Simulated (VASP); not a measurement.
# ScAl3 (Pm-3m) in VASP: settings compared, part 2 of 2

VASP 6.6.1. Earlier steps stand in the parts before.

## (3) Single point, PBEsol

INCAR reads:

```
SYSTEM = ScAl3
  ALGO = Normal
  EDIFF = 1E-6
  ENCUT = 520
  GGA = PS
  ISIF = 2
  ISMEAR = 0
  LASPH = .True.
  LCHARG = .False.
  LREAL = .False.
  LWAVE = .False.
  NBANDS = 18
  NELM = 100
  PREC = Accurate
  SIGMA = 0.1
```

KPOINTS reads:

```
k-points
0
Gamma
  10 10 10
  0 0 0
```

POSCAR reads:

```
ScAl3
1.0
    4.1053305968      0.0000000000      0.0000000000
    0.0000000000      4.1053305968      0.0000000000
    0.0000000000      0.0000000000      4.1053305968
Sc Al
1 3
Direct
    0.0000000000      0.0000000000      0.0000000000
    0.5000000000      0.0000000000      0.5000000000
    0.0000000000      0.5000000000      0.5000000000
    0.5000000000      0.5000000000      0.0000000000
```

Potentials or basis: VASP PAW PBE potentials, release 64 (Sc_sv, Al).

Command:

```
cat potpaw_PBE.64/Sc_sv/POTCAR potpaw_PBE.64/Al/POTCAR > POTCAR
mpirun -np 1 vasp_std > vasp.out
```

OUTCAR:

```text
SYSTEM = ScAl3
   EDIFF = 1E-6
   ENCUT = 520
   GGA = PS
   ISIF = 2
   ISMEAR = 0
   LASPH = .True.
   LREAL = .False.
   NELM = 100
   PREC = Accurate

 ion  position               nearest neighbor table
   1  0.000  0.000  0.000-   2 2.90   3 2.90   4 2.90   2 2.90   3 2.90   3 2.90   4 2.90   3 2.90
                             2 2.90   4 2.90   2 2.90   4 2.90
   2  0.500  0.000  0.500-   1 2.90   3 2.90   4 2.90   1 2.90   4 2.90   3 2.90   4 2.90   4 2.90
                             1 2.90   3 2.90   1 2.90   3 2.90
   3  0.000  0.500  0.500-   1 2.90   2 2.90   4 2.90   1 2.90   4 2.90   1 2.90   2 2.90   1 2.90
                             2 2.90   4 2.90   4 2.90   2 2.90
   4  0.500  0.500  0.000-   1 2.90   2 2.90   3 2.90   2 2.90   3 2.90   1 2.90   2 2.90   2 2.90
                             1 2.90   3 2.90   3 2.90   1 2.90

  LATTYP: Found a simple cubic cell.
 ALAT       =     4.1053305968

  Lattice vectors:

 A1 = (   4.1053305968,   0.0000000000,   0.0000000000)
 A2 = (   0.0000000000,   4.1053305968,   0.0000000000)
 A3 = (   0.0000000000,   0.0000000000,   4.1053305968)

Analysis of symmetry for initial positions (statically):
=====================================================================
 Subroutine PRICEL returns:
 Original cell was already a primitive cell.

 Routine SETGRP: Setting up the symmetry group for a
 simple cubic supercell.

 Subroutine GETGRP returns: Found 48 space group operations
 (whereof 48 operations were pure point group operations)
 out of a pool of 48 trial point group operations.

The static configuration has the point symmetry O_h .

Analysis of symmetry for dynamics (positions and initial velocities):
=====================================================================
 Subroutine PRICEL returns:
 Original cell was already a primitive cell.

 Routine SETGRP: Setting up the symmetry group for a
 simple cubic supercell.
[... 128 lines left out ...]
     AMIX     =   0.40;   BMIX     =  1.00
     AMIX_MAG =   1.60;   BMIX_MAG =  1.00
  volume/ion in A,a.u.               =      17.30       116.73
  Fermi-wavevector in a.u.,A,eV,Ry     =   1.082439  2.045513 15.941590  1.171674
  Thomas-Fermi vector in A             =   2.218480
   LORBIT       =      0    0 simple, 1 ext, 2 COOP (PROOUT), +10 PAW based schemes
   GGA     = PS    functional components
   LHFCALC =     F    Hartree Fock is set to
   AEXX    =    0.0000 exact exchange contribution
   IVDW    =     0    specifies the selected vdW correction
   LEPSILON=     F    determine dielectric tensor
   LRPA    =     F    only Hartree local field effects (RPA)
 non-spin polarized calculation
 Gauss-broadening in eV      SIGMA  =   0.10
  energy-cutoff  :      520.00
  volume of cell :       69.19
 maximum number of plane-waves:      1888
 NGX is ok and might be reduce to    32
   NGX = 15   NGY = 15   NGZ = 15

 number of electron      19.9999997 magnetization

 Free energy of the ion-electron system (eV)
  ---------------------------------------------------
  ext. energy  EPLUGINS =         0.00000000
  ---------------------------------------------------
  free energy    TOTEN  =       -20.75599785 eV

  energy without entropy =      -20.74978507  energy(sigma->0) =      -20.75289146

 E-fermi :   7.0985     XC(G=0): -10.4488

 val. band max:        7.0473889942   @ k =   0.5000   0.1000   0.1000
 cond. band min:       7.1040593798   @ k =   0.3000   0.0000   0.0000
 fundamental gap:      0.0566703856
 Fermi energy:         7.0984823197

 k-point     1 :       0.0000    0.0000    0.0000
  band No.  band energies     occupation
      1     -41.7000      2.00000
      2     -20.4936      2.00000
      3     -20.4936      2.00000
      4     -20.4936      2.00000
      5      -2.8681      2.00000
      6       4.4771      2.00000
[... 481 lines left out ...]
      5      -1.8910      2.00000
      6       1.5862      2.00000
[... 10 lines left out ...]
     17      11.8546      0.00000
     18      12.6159      0.00000

 [... further k-points ...]

------------------------ aborting loop because EDIFF is reached ----------------------------------------

  FORCE on cell =-STRESS in cart. coord.  units (eV):
  Direction    XX          YY          ZZ          XY          YZ          ZX
  --------------------------------------------------------------------------------------
  -------------------------------------------------------------------------------------
  Total       -0.9068172     -0.9068172     -0.9068172      0.0000000      0.0000000      0.0000000
  in kB      -20.9983867    -20.9983867    -20.9983867      0.0000000      0.0000000      0.0000000
  external PRESSURE =     -20.9983867 kB  Pullay stress =       0.0000000 kB

 VOLUME and BASIS-vectors are now :
 -----------------------------------------------------------------------------
  energy-cutoff  :      520.00
  volume of cell :       69.19
      direct lattice vectors                 reciprocal lattice vectors
     4.105330597  0.000000000  0.000000000     0.243585742  0.000000000  0.000000000
     0.000000000  4.105330597  0.000000000     0.000000000  0.243585742  0.000000000
     0.000000000  0.000000000  4.105330597     0.000000000  0.000000000  0.243585742

 POSITION                                       TOTAL-FORCE (eV/Angst)
 -----------------------------------------------------------------------------------
      0.00000      0.00000      0.00000         0.000000      0.000000      0.000000
      2.05267      0.00000      2.05267         0.000000      0.000000      0.000000
      0.00000      2.05267      2.05267         0.000000      0.000000      0.000000
      2.05267      2.05267      0.00000         0.000000      0.000000      0.000000
 -----------------------------------------------------------------------------------
    total drift:                               -0.000000      0.000000      0.000000

  FREE ENERGIE OF THE ION-ELECTRON SYSTEM (eV)
  ---------------------------------------------------
  free  energy   TOTEN  =       -20.7559978509 eV

  energy  without entropy=      -20.7497850664  energy(sigma->0) =      -20.75289146
```

OSZICAR:

```text
N       E                     dE             d eps       ncg     rms          rms(c)
DAV:   1     0.107705932326E+03    0.10771E+03   -0.82093E+03  2016   0.997E+02
DAV:   2    -0.168847713538E+02   -0.12459E+03   -0.12152E+03  2034   0.291E+02
DAV:   3    -0.217145380950E+02   -0.48298E+01   -0.47147E+01  3114   0.550E+01
DAV:   4    -0.218297524171E+02   -0.11521E+00   -0.11471E+00  3032   0.855E+00
DAV:   5    -0.218321818431E+02   -0.24294E-02   -0.24291E-02  3048   0.110E+00    0.904E+00
DAV:   6    -0.208400506951E+02    0.99213E+00   -0.37032E+00  3028   0.203E+01    0.312E+00
DAV:   7    -0.207847978661E+02    0.55253E-01   -0.12484E-01  3054   0.260E+00    0.188E+00
DAV:   8    -0.207568642447E+02    0.27934E-01   -0.49609E-02  3238   0.186E+00    0.322E-01
DAV:   9    -0.207565204903E+02    0.34375E-03   -0.10964E-02  3124   0.118E+00    0.213E-01
DAV:  10    -0.207560104894E+02    0.51000E-03   -0.17124E-03  3308   0.421E-01    0.598E-02
DAV:  11    -0.207560256888E+02   -0.15199E-04   -0.76964E-05  3154   0.616E-02    0.413E-02
DAV:  12    -0.207559974391E+02    0.28250E-04   -0.12734E-04  2940   0.123E-01    0.396E-03
DAV:  13    -0.207559978509E+02   -0.41175E-06   -0.28165E-06  2616   0.131E-02
   1 F= -.20755998E+02 E0= -.20752891E+02  d E =-.621278E-02
```

stdout:

```text
POSCAR found type information on POSCAR ScAl
 POSCAR found :  2 types and       4 ions
 scaLAPACK will be used
 -----------------------------------------------------------------------------
|                                                                             |
|                                                                             |
|     You enforced a specific xc type in the INCAR file but a different       |
|     I HOPE YOU KNOW WHAT YOU ARE DOING!                                     |
|                                                                             |
 -----------------------------------------------------------------------------

 LDA part: xc-table for (Slater+PW92), standard interpolation
 POSCAR, INCAR and KPOINTS ok, starting setup
 FFT: planning ... GRIDC
 FFT: planning ... GRID_SOFT
 FFT: planning ... GRID
 WAVECAR not read
 entering main loop
```

Wall time 19 s (1 thread of Intel Xeon 6975P-C (Granite Rapids), shared host); peak memory 0.21 GiB.

Results:

| Item | Value |
| --- | --- |
| Free energy | -20.7560 eV |
| Pressure | -2.1 GPa |
| Band gap on the k mesh | zero (band 10 reaches 7.90 eV, above the bottom of band 11 at 4.16 eV) |

Caveat: the PAW data sets were made with another functional, which shifts forces and pressure a little.

## (4) Single point, r2SCAN

POSCAR is that of step 3.

INCAR.step1 reads:

```
SYSTEM = ScAl3
ALGO = Normal
EDIFF = 1E-4
ENCUT = 520
GGA = PE
ISMEAR = 0
LASPH = .TRUE.
LCHARG = .FALSE.
LREAL = .FALSE.
LWAVE = .TRUE.
NBANDS = 18
NELM = 100
PREC = Accurate
SIGMA = 0.1
```

INCAR.step2 reads:

```
SYSTEM = ScAl3
ALGO = Normal
EDIFF = 1E-6
ENCUT = 520
ISIF = 2
ISMEAR = 0
ISTART = 1
LASPH = .TRUE.
LCHARG = .FALSE.
LMIXTAU = .TRUE.
LREAL = .FALSE.
LWAVE = .FALSE.
METAGGA = R2SCAN
NBANDS = 18
NELM = 100
PREC = Accurate
SIGMA = 0.1
```

KPOINTS reads:

```
k-points
0
G
  10 10 10
  0 0 0
```

Potentials or basis: VASP PAW PBE potentials, release 64 (Sc_sv, Al).

Command:

```
cat potpaw_PBE.64/Sc_sv/POTCAR potpaw_PBE.64/Al/POTCAR > POTCAR
cp INCAR.step1 INCAR
mpirun -np 1 vasp_std > vasp.out
cp INCAR.step2 INCAR
mpirun -np 1 vasp_std > vasp.out
```

OUTCAR:

```text
SYSTEM = ScAl3
   EDIFF = 1E-6
   ENCUT = 520
   ISIF = 2
   ISMEAR = 0
   ISTART = 1
   LASPH = .TRUE.
   LREAL = .FALSE.
   METAGGA = R2SCAN
   NELM = 100
   PREC = Accurate

 ion  position               nearest neighbor table
   1  0.000  0.000  0.000-   2 2.90   3 2.90   4 2.90   2 2.90   3 2.90   3 2.90   4 2.90   3 2.90
                             2 2.90   4 2.90   2 2.90   4 2.90
   2  0.500  0.000  0.500-   1 2.90   3 2.90   4 2.90   1 2.90   4 2.90   3 2.90   4 2.90   4 2.90
[... 710 lines left out ...]
  Direction    XX          YY          ZZ          XY          YZ          ZX
  --------------------------------------------------------------------------------------
  -------------------------------------------------------------------------------------
  Total       -0.5742107     -0.5742107     -0.5742107     -0.0000000     -0.0000000     -0.0000000
  in kB      -13.2965033    -13.2965033    -13.2965033     -0.0000000     -0.0000000     -0.0000000
  external PRESSURE =     -13.2965033 kB  Pullay stress =       0.0000000 kB

 VOLUME and BASIS-vectors are now :
 -----------------------------------------------------------------------------
  energy-cutoff  :      520.00
  volume of cell :       69.19
      direct lattice vectors                 reciprocal lattice vectors
     4.105330597  0.000000000  0.000000000     0.243585742  0.000000000  0.000000000
     0.000000000  4.105330597  0.000000000     0.000000000  0.243585742  0.000000000
     0.000000000  0.000000000  4.105330597     0.000000000  0.000000000  0.243585742

 POSITION                                       TOTAL-FORCE (eV/Angst)
 -----------------------------------------------------------------------------------
      0.00000      0.00000      0.00000         0.000000      0.000000      0.000000
      2.05267      0.00000      2.05267         0.000000      0.000000      0.000000
      0.00000      2.05267      2.05267         0.000000      0.000000      0.000000
      2.05267      2.05267      0.00000         0.000000      0.000000      0.000000
 -----------------------------------------------------------------------------------
    total drift:                               -0.000000      0.000000      0.000000

  FREE ENERGIE OF THE ION-ELECTRON SYSTEM (eV)
  ---------------------------------------------------
  free  energy   TOTEN  =       -33.5073016678 eV

  energy  without entropy=      -33.5018417898  energy(sigma->0) =      -33.50457173
```

OUTCAR.step1:

```text
SYSTEM = ScAl3
   EDIFF = 1E-4
   ENCUT = 520
   GGA = PE
   ISMEAR = 0
[... 737 lines left out ...]
      0.00000      0.00000      0.00000         0.000000      0.000000      0.000000
      2.05267      0.00000      2.05267         0.000000      0.000000      0.000000
      0.00000      2.05267      2.05267         0.000000      0.000000      0.000000
      2.05267      2.05267      0.00000         0.000000      0.000000      0.000000
 -----------------------------------------------------------------------------------
    total drift:                                0.000000      0.000000      0.000000

  FREE ENERGIE OF THE ION-ELECTRON SYSTEM (eV)
  ---------------------------------------------------
  free  energy   TOTEN  =       -19.3006685942 eV

  energy  without entropy=      -19.2943796101  energy(sigma->0) =      -19.29752410
```

OSZICAR.step1:

```text
N       E                     dE             d eps       ncg     rms          rms(c)
DAV:   1     0.109236248465E+03    0.10924E+03   -0.82230E+03  2016   0.998E+02
DAV:   2    -0.153774484274E+02   -0.12461E+03   -0.12154E+03  2034   0.291E+02
DAV:   3    -0.201958731998E+02   -0.48184E+01   -0.47042E+01  3106   0.551E+01
DAV:   4    -0.203112623145E+02   -0.11539E+00   -0.11487E+00  3030   0.855E+00
DAV:   5    -0.203138677749E+02   -0.26055E-02   -0.26052E-02  3048   0.114E+00    0.870E+00
DAV:   6    -0.193692608101E+02    0.94461E+00   -0.36146E+00  3020   0.199E+01    0.299E+00
DAV:   7    -0.193252469893E+02    0.44014E-01   -0.12106E-01  3032   0.266E+00    0.184E+00
DAV:   8    -0.193014127263E+02    0.23834E-01   -0.46626E-02  3234   0.183E+00    0.319E-01
DAV:   9    -0.193011203378E+02    0.29239E-03   -0.10886E-02  3142   0.116E+00    0.197E-01
DAV:  10    -0.193006549032E+02    0.46543E-03   -0.17892E-03  3026   0.427E-01    0.447E-02
DAV:  11    -0.193006685942E+02   -0.13691E-04   -0.75614E-05  1410   0.816E-02
   1 F= -.19300669E+02 E0= -.19297524E+02  d E =-.628898E-02
```

Run time: 71 s. Hardware: 1 thread of Intel Xeon 6975P-C (Granite Rapids), shared host; peak memory 0.22 GiB.

What came out:

```
Free energy            : -33.5073 eV
Pressure               : -1.3 GPa
Band gap on the k mesh : zero (band 10 reaches 8.15 eV, above the bottom of band 11 at 3.94 eV)
```

Levels at points of the mesh, in eV from the Fermi level:
| k point | band 6 | band 7 | band 8 | band 9 | band 10 | band 11 | band 12 | band 13 | band 14 | band 15 |
| --- | --- | --- | --- | --- | --- | --- | --- | --- | --- | --- |
| (0.00, 0.00, 0.00) | -2.71 | -2.71 | -2.02 | -2.02 | -2.02 | 1.31 | 1.39 | 1.39 | 1.39 | 5.16 |
| (0.50, 0.00, 0.00) | -7.76 | -1.85 | -1.85 | -1.57 | 0.94 | 0.94 | 1.09 | 1.33 | 1.76 | 2.39 |
| (0.50, 0.50, 0.00) | -5.98 | -5.98 | -4.67 | -0.57 | -0.57 | 1.18 | 1.49 | 2.28 | 2.74 | 3.58 |
| (0.50, 0.50, 0.50) | -5.00 | -5.00 | -4.79 | -3.27 | -3.27 | -3.27 | 1.02 | 2.85 | 2.85 | 4.26 |

Caveat: the PAW data sets were made with another functional, which shifts forces and pressure a little.

## (5) Single point, PBE (volume scaled by 0.88)

INCAR reads:

```
ALGO = Fast
EDIFF = 1E-6
ENCUT = 520
GGA = PE
ISIF = 2
ISMEAR = 0
LASPH = True
LCHARG = False
LREAL = False
LWAVE = False
NBANDS = 18
NELM = 100
PREC = Accurate
SIGMA = 0.1
```

KPOINTS reads:

```
k-points
0
Gamma
  10 10 10
```

POSCAR reads:

```
ScAl3
1.0
    3.9340725076      0.0000000000      0.0000000000
    0.0000000000      3.9340725076      0.0000000000
    0.0000000000      0.0000000000      3.9340725076
Sc Al
1 3
Direct
    0.0000000000      0.0000000000      0.0000000000
    0.5000000000      0.0000000000      0.5000000000
    0.0000000000      0.5000000000      0.5000000000
    0.5000000000      0.5000000000      0.0000000000
```

Potentials or basis: VASP PAW PBE potentials, release 64 (Sc_sv, Al).

Command:

```
cat potpaw_PBE.64/Sc_sv/POTCAR potpaw_PBE.64/Al/POTCAR > POTCAR
mpirun -np 1 vasp_std > vasp.out
```

OUTCAR:

```text
EDIFF = 1E-6
   ENCUT = 520
   GGA = PE
   ISIF = 2
   ISMEAR = 0
   LASPH = True
   LREAL = False
   NELM = 100
   PREC = Accurate

 ion  position               nearest neighbor table
   1  0.000  0.000  0.000-   2 2.78   3 2.78   4 2.78   2 2.78   3 2.78   3 2.78   4 2.78   3 2.78
                             2 2.78   4 2.78   2 2.78   4 2.78
   2  0.500  0.000  0.500-   1 2.78   3 2.78   4 2.78   1 2.78   4 2.78   3 2.78   4 2.78   4 2.78
                             1 2.78   3 2.78   1 2.78   3 2.78
[... 711 lines left out ...]
  --------------------------------------------------------------------------------------
  -------------------------------------------------------------------------------------
  Total        5.4780953      5.4780953      5.4780953      0.0000000      0.0000000     -0.0000000
  in kB      144.1494817    144.1494817    144.1494817      0.0000000      0.0000000     -0.0000000
  external PRESSURE =     144.1494817 kB  Pullay stress =       0.0000000 kB

 VOLUME and BASIS-vectors are now :
 -----------------------------------------------------------------------------
  energy-cutoff  :      520.00
  volume of cell :       60.89
      direct lattice vectors                 reciprocal lattice vectors
     3.934072508  0.000000000  0.000000000     0.254189519  0.000000000  0.000000000
     0.000000000  3.934072508  0.000000000     0.000000000  0.254189519  0.000000000
     0.000000000  0.000000000  3.934072508     0.000000000  0.000000000  0.254189519

 POSITION                                       TOTAL-FORCE (eV/Angst)
 -----------------------------------------------------------------------------------
      0.00000      0.00000      0.00000         0.000000      0.000000      0.000000
      1.96704      0.00000      1.96704         0.000000      0.000000      0.000000
      0.00000      1.96704      1.96704         0.000000      0.000000      0.000000
      1.96704      1.96704      0.00000         0.000000      0.000000      0.000000
 -----------------------------------------------------------------------------------
    total drift:                                0.000000     -0.000000      0.000000

  FREE ENERGIE OF THE ION-ELECTRON SYSTEM (eV)
  ---------------------------------------------------
  free  energy   TOTEN  =       -18.9627244614 eV

  energy  without entropy=      -18.9588486934  energy(sigma->0) =      -18.96078658
```

stdout:

```text
POSCAR found type information on POSCAR ScAl
 POSCAR found :  2 types and       4 ions
 scaLAPACK will be used
 LDA part: xc-table for (Slater+PW92), standard interpolation
 POSCAR, INCAR and KPOINTS ok, starting setup
 FFT: planning ... GRIDC
 FFT: planning ... GRID_SOFT
 FFT: planning ... GRID
 WAVECAR not read
 entering main loop
```

Run time: 54 s. Hardware: 1 thread of AMD EPYC 7R43 (Zen 3), shared host; peak memory 0.16 GiB.

Results:

```
Free energy            : -18.9627 eV
Pressure               : 14.4 GPa
Band gap on the k mesh : zero (band 10 reaches 9.54 eV, above the bottom of band 11 at 5.30 eV)
```

## (6) The runs side by side

```tsv
level	cell	gap on the mesh (eV)	pressure (GPa)
PBE	a = 4.105 Å, 4 atoms	none	0.0
PBEsol	a = 4.105 Å, 4 atoms	none	-2.1
r2SCAN	a = 4.105 Å, 4 atoms	none	-1.3
PBE	a = 3.934 Å, 4 atoms	none	14.4
```

Alike in all rows: task single point; potentials or basis VASP PAW PBE potentials, release 64 (Sc_sv, Al); no spin polarisation; k mesh 10 × 10 × 10; cutoff (eV) 520; smearing gaussian 0.1 eV.

Every run on the cell as given and a fine mesh finds a metal. The pressure there spans -2.1 GPa (PBEsol) to 0.0 GPa (PBE); a positive pressure means that this level wants a larger cell, a negative one a smaller.

Caveats: the PAW data sets were made with another functional, which shifts forces and pressure a little (some runs).

Total energies depend on the potentials used, so only differences within one code and one set of settings carry meaning.
